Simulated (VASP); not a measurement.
# AlN (P6_3mc) in VASP: further runs

The runs below take AlN through single point, with LDA.

Program: VASP 6.6.1. These are calculated values, not measurements. Logs are shortened: lines on timing, memory, paths and dates and some standing lists are left out, and cuts for length are marked.

### Step 1. The cell of the first run

It takes space group P6_3mc (No. 186, hexagonal). The conventional cell has a = 3.284 Å, b = 3.284 Å, c = 4.467 Å, α = 90.00°, β = 90.00°, γ = 120.00°. Al (site symmetry 3m) has 4 N at 1.72 to 1.96 Å within 2.3 Å. Within 2.3 Å of N (site symmetry 3m) lie 4 Al at 1.72 to 1.96 Å.

### Step 2. Single point, LDA

INCAR

```
SYSTEM = AlN
PREC     = Accurate       ! precision mode
ENCUT    = 520            ! plane-wave cutoff, eV
EDIFF    = 1E-6           ! SCF threshold, eV
ISMEAR   = 0              ! smearing method
SIGMA    = 0.05           ! smearing width, eV
LREAL    = .FALSE.        ! projectors in reciprocal space
LASPH    = .TRUE.         ! aspherical terms in the spheres
NELM     = 80             ! most SCF steps
ALGO     = Normal         ! electronic algorithm
ISIF     = 2              ! what is computed and relaxed
LWAVE    = .FALSE.        ! write WAVECAR
LCHARG   = .FALSE.        ! write CHGCAR
NBANDS   = 16             ! bands
```

KPOINTS

```
regular mesh
0
G
  9 9 6
  0 0 0
```

POSCAR

```
AlN
1.0
    3.2841829056      0.0000000000      0.0000000000
   -1.6420914528      2.8441858269      0.0000000000
    0.0000000000      0.0000000000      4.4668445894
Al N
2 2
Direct
    0.3333333333      0.6666666667      0.0000000000
    0.6666666667      0.3333333333      0.5000000000
    0.3333333333      0.6666666667      0.3850000000
    0.6666666667      0.3333333333      0.8850000000
```

Potentials or basis: VASP PAW LDA potentials, release 64 (Al, N).

The run is started by

```
> cat potpaw_LDA.64/Al/POTCAR potpaw_LDA.64/N/POTCAR > POTCAR
> mpirun -np 1 vasp_std > vasp.out
```

OUTCAR:

```text
SYSTEM = AlN
   PREC = Accurate
   ENCUT = 520
   EDIFF = 1E-6
   ISMEAR = 0
   LREAL = .FALSE.
   LASPH = .TRUE.
   NELM = 80
   ISIF = 2

 ion  position               nearest neighbor table
   1  0.333  0.667  0.000-   3 1.72   4 1.96   4 1.96   4 1.96   2 2.93   2 2.93   2 2.93   2 2.93
                             2 2.93   2 2.93
   2  0.667  0.333  0.500-   4 1.72   3 1.96   3 1.96   3 1.96   1 2.93   1 2.93   1 2.93   1 2.93
                             1 2.93   1 2.93
   3  0.333  0.667  0.385-   1 1.72   2 1.96   2 1.96   2 1.96
   4  0.667  0.333  0.885-   2 1.72   1 1.96   1 1.96   1 1.96

  LATTYP: Found a hexagonal cell.
 ALAT       =     3.2841829056
 C/A-ratio  =     1.3601083490

  Lattice vectors:

 A1 = (   3.2841829056,   0.0000000000,   0.0000000000)
 A2 = (  -1.6420914528,   2.8441858269,   0.0000000000)
 A3 = (   0.0000000000,   0.0000000000,   4.4668445894)

Analysis of symmetry for initial positions (statically):
=====================================================================
 Subroutine PRICEL returns:
 Original cell was already a primitive cell.

 Routine SETGRP: Setting up the symmetry group for a
 hexagonal supercell.

 Subroutine GETGRP returns: Found 12 space group operations
 (whereof  6 operations were pure point group operations)
 out of a pool of 24 trial point group operations.

The static configuration has the point symmetry C_3v.
 The point group associated with its full space group is C_6v.

Analysis of symmetry for dynamics (positions and initial velocities):
=====================================================================
 Subroutine PRICEL returns:
 Original cell was already a primitive cell.

 Routine SETGRP: Setting up the symmetry group for a
 hexagonal supercell.

 Subroutine GETGRP returns: Found 12 space group operations
 (whereof  6 operations were pure point group operations)
 out of a pool of 24 trial point group operations.

The dynamic configuration has the point symmetry C_3v.
 The point group associated with its full space group is C_6v.

 Subroutine INISYM returns: Found 12 space group operations
 (whereof  6 operations are pure point group operations),
 and found     1 'primitive' translations

----------------------------------------------------------------------------------------

                                     Primitive cell

  volume of cell :      41.7240

  direct lattice vectors                    reciprocal lattice vectors
     3.284182906  0.000000000  0.000000000     0.304489740  0.175797234  0.000000000
    -1.642091453  2.844185827  0.000000000     0.000000000  0.351594467  0.000000000
     0.000000000  0.000000000  4.466844589     0.000000000  0.000000000  0.223871679

  length of vectors
     3.284182906  3.284182906  4.466844589     0.351594467  0.351594467  0.223871679

  position of ions in fractional coordinates (direct lattice)
     0.333333333  0.666666667  0.000000000
     0.666666667  0.333333333  0.500000000
     0.333333333  0.666666667  0.385000000
     0.666666667  0.333333333  0.885000000

  ion indices of the primitive-cell ions
   primitive index   ion index
                 1           1
                 2           2
                 3           3
                 4           4

----------------------------------------------------------------------------------------

 KPOINTS: regular mesh

Automatic generation of k-mesh.
 Grid dimensions read from file:
 generate k-points for:    9    9    6

 Generating k-lattice:

  Cartesian coordinates                     Fractional coordinates (reciprocal lattice)
     0.033832193  0.019533026  0.000000000     0.111111111 -0.000000000  0.000000000
     0.000000000  0.039066052  0.000000000     0.000000000  0.111111111  0.000000000
     0.000000000  0.000000000  0.037311947     0.000000000  0.000000000  0.166666667

  Length of vectors
     0.039066052  0.039066052  0.037311947

  Shift w.r.t. Gamma in fractional coordinates (k-lattice)
     0.000000000  0.000000000  0.000000000

 Subroutine IBZKPT returns following result:
 ===========================================

 Found     48 irreducible k-points:

 Following reciprocal coordinates:
            Coordinates               Weight
  0.000000  0.000000  0.000000      1.000000
  0.111111  0.000000  0.000000      6.000000
  0.222222  0.000000  0.000000      6.000000
  0.333333  0.000000  0.000000      6.000000
  0.444444  0.000000  0.000000      6.000000
  0.111111  0.111111  0.000000      6.000000
[... 16 lines left out ...]
  0.333333  0.222222  0.166667     24.000000
  0.333333  0.333333  0.166667      4.000000
 [... further k-points ...]
   k-points           NKPTS =     48   k-points in BZ     NKDIM =     48   number of bands    NBANDS=     16
   number of dos      NEDOS =    301   number of ions     NIONS =      4
   total plane-waves  NPLWV =  20736
   dimension x,y,z NGX =    24 NGY =   24 NGZ =   36
   dimension x,y,z NGXF=    48 NGYF=   48 NGZF=   72
   ions per type =               2   2
   NGX,Y,Z   is equivalent  to a cutoff of  12.15, 12.15, 13.40 a.u.
   NGXF,Y,Z  is equivalent  to a cutoff of  24.30, 24.30, 26.80 a.u.
 SYSTEM =  AlN
   PREC   = accura    normal or accurate (medium, high low for compatibility)
   ISTART =      0    job   : 0-new  1-cont  2-samecut
   ICHARG =      2    charge: 1-file 2-atom 10-const
   ISPIN  =      1    spin polarized calculation?
   LNONCOLLINEAR =      F non collinear calculations
   LSORBIT =      F    spin-orbit coupling
   LASPH  =      T    aspherical Exc in radial PAW
   ENCUT  =  520.0 eV  38.22 Ry    6.18 a.u.   6.11  6.11  8.31*2*pi/ulx,y,z
   NELM   =     80;   NELMIN=  2; NELMDL= -5     # of ELM steps
   EDIFF  = 0.1E-05   stopping-criterion for ELM
   LREAL  =      F    real-space projection
   EDIFFG = 0.1E-04   stopping-criterion for IOM
   NSW    =      0    number of steps for IOM
   IBRION =     -1    ionic relax: 0-MD 1-quasi-New 2-CG
   NFREE  =      0    steps in history (QN), initial steepest desc. (CG)
   ISIF   =      2    stress and relaxation
   ISYM   =      2    0-nonsym 1-usesym 2-fastsym
   POTIM  = 0.5000    time-step for ionic-motion
   TEBEG  =    0.0;   TEEND  =   0.0 temperature during run
   PSTRESS=    0.0 pullay stress
   NELECT =      16.0000    total number of electrons
   NUPDOWN=      -1.0000    fix difference up-down
   EMIN   =  10.00;   EMAX   =-10.00  energy-range for DOS
   EFERMI =   0.00;   METHOD = LEGACY
   ISMEAR =     0;   SIGMA  =   0.05  broadening in eV -4-tet -1-fermi 0-gaus
   EFERMI_NEDOS =   21; number of points for ismear=-14 and -15
   IALGO  =     38    algorithm
   IMIX   =      4    mixing-type and parameters
     AMIX     =   0.40;   BMIX     =  1.00
     AMIX_MAG =   1.60;   BMIX_MAG =  1.00
  volume/ion in A,a.u.               =      10.43        70.39
  Fermi-wavevector in a.u.,A,eV,Ry     =   1.189377  2.247596 19.247033  1.414617
  Thomas-Fermi vector in A             =   2.325485
   LORBIT       =      0    0 simple, 1 ext, 2 COOP (PROOUT), +10 PAW based schemes
   GGA     = CA    functional components
   LHFCALC =     F    Hartree Fock is set to
   AEXX    =    0.0000 exact exchange contribution
   IVDW    =     0    specifies the selected vdW correction
   LEPSILON=     F    determine dielectric tensor
   LRPA    =     F    only Hartree local field effects (RPA)
 non-spin polarized calculation
 Gauss-broadening in eV      SIGMA  =   0.05
  energy-cutoff  :      520.00
  volume of cell :       41.72
 maximum number of plane-waves:      1135
   NGX = 13   NGY = 13   NGZ = 17

 number of electron      15.9999997 magnetization

 Free energy of the ion-electron system (eV)
  ---------------------------------------------------
  ext. energy  EPLUGINS =         0.00000000
  ---------------------------------------------------
  free energy    TOTEN  =       -31.94644886 eV

  energy without entropy =      -31.94644886  energy(sigma->0) =      -31.94644886

 E-fermi :   6.4265     XC(G=0): -11.2301

 val. band max:        6.2126526642   @ k =   0.0000   0.0000   0.0000
 cond. band min:       9.9890418689   @ k =   0.0000   0.0000   0.0000
 fundamental gap:      3.7763892047
 Fermi energy:         6.4265261291

 k-point     1 :       0.0000    0.0000    0.0000
  band No.  band energies     occupation
      1      -9.1881      2.00000
      2      -6.2466      2.00000
      3       0.3957      2.00000
      4       4.3623      2.00000
      5       4.3623      2.00000
      6       5.5770      2.00000
[... 8 lines left out ...]
     15      18.2566      0.00000
     16      19.2423      0.00000

 k-point     2 :       0.1111    0.0000    0.0000
  band No.  band energies     occupation
      1      -9.0486      2.00000
      2      -6.2115      2.00000
      3       0.5529      2.00000
      4       3.7623      2.00000
      5       4.1599      2.00000
      6       4.9475      2.00000
[... 8 lines left out ...]
     15      18.3181      0.00000
     16      18.4647      0.00000

 k-point     3 :       0.2222    0.0000    0.0000
  band No.  band energies     occupation
      1      -8.6502      2.00000
      2      -6.1491      2.00000
      3       1.0066      2.00000
      4       2.5024      2.00000
      5       3.7486      2.00000
      6       3.8986      2.00000
[... 8 lines left out ...]
     15      17.5923      0.00000
     16      18.3923      0.00000

 k-point     4 :       0.3333    0.0000    0.0000
  band No.  band energies     occupation
      1      -8.0667      2.00000
      2      -6.1769      2.00000
      3       1.3070      2.00000
      4       1.7368      2.00000
      5       2.9743      2.00000
      6       3.3743      2.00000
[... 8 lines left out ...]
     15      18.6620      0.00000
     16      18.7947      0.00000
[... 324 lines left out ...]
 k-point    22 :       0.2222    0.2222    0.1667
  band No.  band energies     occupation
      1      -7.6502      2.00000
      2      -6.3239      2.00000
      3       1.1272      2.00000
      4       1.4542      2.00000
      5       2.9534      2.00000
      6       3.2183      2.00000
[... 8 lines left out ...]
     15      18.4308      0.00000
     16      20.0217      0.00000

 k-point    23 :       0.3333    0.2222    0.1667
  band No.  band energies     occupation
      1      -7.1406      2.00000
      2      -6.4850      2.00000
      3       0.8019      2.00000
      4       1.5283      2.00000
      5       2.1640      2.00000
      6       3.7283      2.00000
[... 8 lines left out ...]
     15      18.4025      0.00000
     16      20.0485      0.00000

 k-point    24 :       0.3333    0.3333    0.1667
  band No.  band energies     occupation
      1      -6.7492      2.00000
      2      -6.7492      2.00000
      3       0.9572      2.00000
      4       1.6131      2.00000
      5       1.6131      2.00000
      6       3.8337      2.00000
[... 8 lines left out ...]
     15      18.5805      0.00000
     16      19.8184      0.00000

 [... further k-points ...]

------------------------ aborting loop because EDIFF is reached ----------------------------------------

  FORCE on cell =-STRESS in cart. coord.  units (eV):
  Direction    XX          YY          ZZ          XY          YZ          ZX
  --------------------------------------------------------------------------------------
  -------------------------------------------------------------------------------------
  Total       -5.4849357     -5.4849357     11.7303128      0.0000000      0.0000000      0.0000000
  in kB     -210.6182383   -210.6182383    450.4369715      0.0000000      0.0000000      0.0000000
  external PRESSURE =       9.7334983 kB  Pullay stress =       0.0000000 kB

 VOLUME and BASIS-vectors are now :
 -----------------------------------------------------------------------------
  energy-cutoff  :      520.00
  volume of cell :       41.72
      direct lattice vectors                 reciprocal lattice vectors
     3.284182906  0.000000000  0.000000000     0.304489740  0.175797234  0.000000000
    -1.642091453  2.844185827  0.000000000     0.000000000  0.351594467  0.000000000
     0.000000000  0.000000000  4.466844589     0.000000000  0.000000000  0.223871679

 POSITION                                       TOTAL-FORCE (eV/Angst)
 -----------------------------------------------------------------------------------
     -0.00000      1.89612      0.00000         0.000000      0.000000     -3.114383
      1.64209      0.94806      2.23342        -0.000000     -0.000000     -3.114383
     -0.00000      1.89612      1.71974         0.000000     -0.000000      3.114383
      1.64209      0.94806      3.95316        -0.000000     -0.000000      3.114383
 -----------------------------------------------------------------------------------
    total drift:                               -0.000000     -0.000000      0.001319

  FREE ENERGIE OF THE ION-ELECTRON SYSTEM (eV)
  ---------------------------------------------------
  free  energy   TOTEN  =       -31.9464488607 eV

  energy  without entropy=      -31.9464488607  energy(sigma->0) =      -31.94644886
```

Run time: 16 s. Hardware: 1 thread of Intel Xeon 6975P-C, shared host; peak memory 0.15 GiB.

What came out:

* Free energy: -31.9464 eV
* Pressure: 1.0 GPa
* Largest force: 3.114 eV/Å
* Band gap on the k mesh: 3.78 eV, direct

Forces in eV/Å, atoms in the order of the input:
```
Al   0.000  0.000 -3.114
Al   0.000  0.000 -3.114
N    0.000  0.000  3.114
N    0.000  0.000  3.114
```

Caveat: forces of over 1 eV/Å act on the atoms, so gaps and moduli don't describe the material at rest. A k mesh can miss the band edges.

### Step 3. Single point, LDA

This run uses another cell than the first one, of the same volume but with other edges.

INCAR

```
  PREC = Accurate
  ENCUT = 520
  EDIFF = 1E-7
  ISMEAR = 0
  SIGMA = 0.05
  LREAL = F
  LASPH = T
  NELM = 100
  ALGO = Normal
  ISIF = 2
  LWAVE = F
  LCHARG = F
  NBANDS = 16
```

KPOINTS

```
regular mesh
0
Gamma
  9 9 6
```

POSCAR

```
AlN
1.0
    2.9275651106      0.0000000000      0.0000000000
   -1.4637825553      2.5353457570      0.0000000000
    0.0000000000      0.0000000000      5.6213728221
Al N
2 2
Direct
    0.3333333333      0.6666666667      0.0000000000
    0.6666666667      0.3333333333      0.5000000000
    0.3333333333      0.6666666667      0.3850000000
    0.6666666667      0.3333333333      0.8850000000
```

Potentials or basis: VASP PAW LDA potentials, release 64 (Al, N).

The run is started by

```
> cat potpaw_LDA.64/Al/POTCAR potpaw_LDA.64/N/POTCAR > POTCAR
> mpirun -np 1 vasp_std > vasp.out
```

It took 20 s on 1 thread of Intel Xeon 6975P-C, shared host; peak memory 0.15 GiB.

Results (log left out):

| Quantity | Value |
| --- | --- |
| Free energy | -31.7345 eV |
| Pressure | 6.9 GPa |
| Largest force | 0.933 eV/Å |
| Band gap on the k mesh | 3.08 eV, direct |

Forces on the atoms (eV/Å):
```
Al   0.000  0.000  0.933
Al   0.000  0.000  0.933
N    0.000  0.000 -0.933
N    0.000  0.000 -0.933
```

Stress tensor (GPa, compression positive):
```
 28.81   0.00   0.00
  0.00  28.81   0.00
  0.00   0.00 -36.98
```

Levels at points of the mesh, in eV from the valence-band top:
| k point | band 5 | band 6 | band 7 | band 8 | band 9 | band 10 | band 11 | band 12 |
| --- | --- | --- | --- | --- | --- | --- | --- | --- |
| (0.00, 0.00, 0.00) | -0.26 | -0.26 | 0.00 | 0.00 | 3.08 | 8.27 | 9.47 | 10.88 |
| (0.00, 0.00, 0.50) | -0.13 | -0.13 | -0.13 | -0.13 | 6.41 | 6.41 | 9.86 | 9.86 |

### Step 4. Single point, LDA

This run uses another cell than the first one, of the same volume but with other edges.

INCAR

```
SYSTEM = AlN
PREC     = Accurate       ! precision mode
ENCUT    = 520            ! plane-wave cutoff, eV
EDIFF    = 1E-6           ! SCF threshold, eV
ISMEAR   = 0              ! smearing method
SIGMA    = 0.05           ! smearing width, eV
LREAL    = .False.        ! projectors in reciprocal space
LASPH    = .True.         ! aspherical terms in the spheres
NELM     = 100            ! most SCF steps
ALGO     = Normal         ! electronic algorithm
ISIF     = 2              ! what is computed and relaxed
LWAVE    = .False.        ! write WAVECAR
LCHARG   = .False.        ! write CHGCAR
GGA      = CA             ! functional
NBANDS   = 16             ! bands
```

KPOINTS

```
Automatic mesh
0
Gamma
  9 9 6
  0 0 0
```

POSCAR

```
AlN
1.0
    3.1986817736      0.0000000000      0.0000000000
   -1.5993408868      2.7701396745      0.0000000000
    0.0000000000      0.0000000000      4.7088346859
Al N
2 2
Direct
    0.3333333333      0.6666666667      0.0000000000
    0.6666666667      0.3333333333      0.5000000000
    0.3333333333      0.6666666667      0.3850000000
    0.6666666667      0.3333333333      0.8850000000
```

The run is started by

```
> cat potpaw_LDA.64/Al/POTCAR potpaw_LDA.64/N/POTCAR > POTCAR
> mpirun -np 1 vasp_std > vasp.out
```

It took 12 s on 1 thread of Intel Xeon 6975P-C, shared host; peak memory 0.15 GiB.

Results (log left out):

```yaml
Free_energy: -32.6149 eV
Pressure: -3.3 GPa
Largest_force: 1.071 eV/Å
Band_gap_on_the_k_mesh: 3.95 eV, direct
```

Forces on the atoms (eV/Å):
```
Al   0.000  0.000 -1.071
Al   0.000  0.000 -1.071
N    0.000  0.000  1.071
N    0.000  0.000  1.071
```

Stress tensor (GPa, compression positive):
```
-13.83   0.00   0.00
  0.00 -13.83   0.00
  0.00   0.00  17.87
```

Levels at points of the mesh, in eV from the valence-band top:
| k point | band 5 | band 6 | band 7 | band 8 | band 9 | band 10 | band 11 | band 12 |
| --- | --- | --- | --- | --- | --- | --- | --- | --- |
| (0.00, 0.00, 0.00) | -1.48 | -0.56 | -0.56 | 0.00 | 3.95 | 5.54 | 9.95 | 9.95 |
| (0.00, 0.00, 0.50) | -1.03 | -1.03 | -1.03 | -1.03 | 5.85 | 5.85 | 10.26 | 10.26 |

Caveat: forces of over 1 eV/Å act on the atoms, so gaps and moduli don't describe the material at rest. A k mesh can miss the band edges.

### Step 5. The runs side by side

| cell | gap on the mesh (eV) | pressure (GPa) | largest force (eV/Å) |
| --- | --- | --- | --- |
| a = 3.284, b = 3.284, c = 4.467 Å, angles 90.0, 90.0, 120.0°, 4 atoms | 3.78 | 1.0 | 3.11 |
| a = 2.928, b = 2.928, c = 5.621 Å, angles 90.0, 90.0, 120.0°, 4 atoms | 3.08 | 6.9 | 0.93 |
| a = 3.199, b = 3.199, c = 4.709 Å, angles 90.0, 90.0, 120.0°, 4 atoms | 3.95 | -3.3 | 1.07 |

Alike in all rows: task single point; level LDA; potentials or basis VASP PAW LDA potentials, release 64 (Al, N); no spin polarisation; k mesh 9 × 9 × 6; cutoff (eV) 520; smearing gaussian 0.05 eV.

Caveats: forces of over 1 eV/Å act on the atoms, so gaps and moduli don't describe the material at rest (some runs).

Absolute energies hang on the potentials; compare differences alone.
